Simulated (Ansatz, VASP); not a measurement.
BP: VASP beside Ansatz

Contents of POSCAR:

```
BP
1.0
    0.0000000000      2.2690000000      2.2690000000
    2.2690000000      0.0000000000      2.2690000000
    2.2690000000      2.2690000000      0.0000000000
B P
1 1
Direct
    0.0000000000      0.0000000000      0.0000000000
    0.7500000000      0.7500000000      0.7500000000
```

Contents of INCAR.step1:

```
SYSTEM = BP
PREC     = Accurate       ! precision mode
ENCUT    = 520            ! plane-wave cutoff, eV
ISMEAR   = 0              ! smearing method
SIGMA    = 0.1            ! smearing width, eV
LREAL    = .False.        ! projectors in reciprocal space
LASPH    = .True.         ! aspherical terms in the spheres
NELM     = 80             ! most SCF steps
NBANDS   = 11             ! bands
GGA      = PE             ! functional
ALGO     = Normal         ! electronic algorithm
EDIFF    = 1E-4           ! SCF threshold, eV
LWAVE    = .True.         ! write WAVECAR
LCHARG   = .False.        ! write CHGCAR
```

Contents of INCAR.step2:

```
SYSTEM = BP
PREC     = Accurate       ! precision mode
ENCUT    = 520            ! plane-wave cutoff, eV
EDIFF    = 1E-6           ! SCF threshold, eV
ISMEAR   = 0              ! smearing method
SIGMA    = 0.1            ! smearing width, eV
LREAL    = .False.        ! projectors in reciprocal space
LASPH    = .True.         ! aspherical terms in the spheres
NELM     = 80             ! most SCF steps
ALGO     = Normal         ! electronic algorithm
ISIF     = 2              ! what is computed and relaxed
LWAVE    = .False.        ! write WAVECAR
LCHARG   = .True.         ! write CHGCAR
METAGGA  = R2SCAN         ! meta-GGA
LMIXTAU  = .True.       
LELF     = .True.         ! ELF
LVHAR    = .True.       
NBANDS   = 11             ! bands
ISTART   = 1
```

File KPOINTS:

```
regular mesh
0
Gamma
  6 6 6
  0 0 0
```

Input for Ansatz:

```yaml
crystal:
  lattice:
    - [0.0, 2.269, 2.269]
    - [2.269, 0.0, 2.269]
    - [2.269, 2.269, 0.0]
  atoms:
    - { symbol: B, position: [0.0, 0.0, 0.0] }
    - { symbol: P, position: [0.75, 0.75, 0.75] }
basis:
  ecutwfc: 500
kpoints:
  mp_grid: { grid: [6, 6, 6] }
hamiltonian:
  xc: r2scan
scf:
  occupations: { method: gaussian, width: 0.1 }
output:
  forces: true
  stress: true
  eigenvalues: true
```

Alike in both runs: task single point; functional r2SCAN; k mesh 6 × 6 × 6; occupations gaussian, width 0.1 eV; no spin polarisation.

```csv
,VASP,Ansatz
version,VASP 6.6.1,Ansatz 0.2.0
potentials or method,"VASP PAW PBE potentials, release 64 (B, P), cutoff 520 eV","scalar-relativistic, plane waves, PAW"
valence electrons in the cell,8,8
```

Ansatz gave:

| Property | Result |
| --- | --- |
| gap on the k mesh at the Fermi level (eV) | 1.50 |
| least direct gap on the mesh (eV) | 3.60 |
| pressure (GPa) | 0.0 |

Question: Estimate VASP's values.

Answer: gap on the k mesh at the Fermi level (eV): 1.54; least direct gap on the mesh (eV): 3.64; pressure (GPa): -0.5.

VASP's potentials were made for PBE, not for r2SCAN. The functional is the same, so the differences come from potentials, cutoffs and numerics.
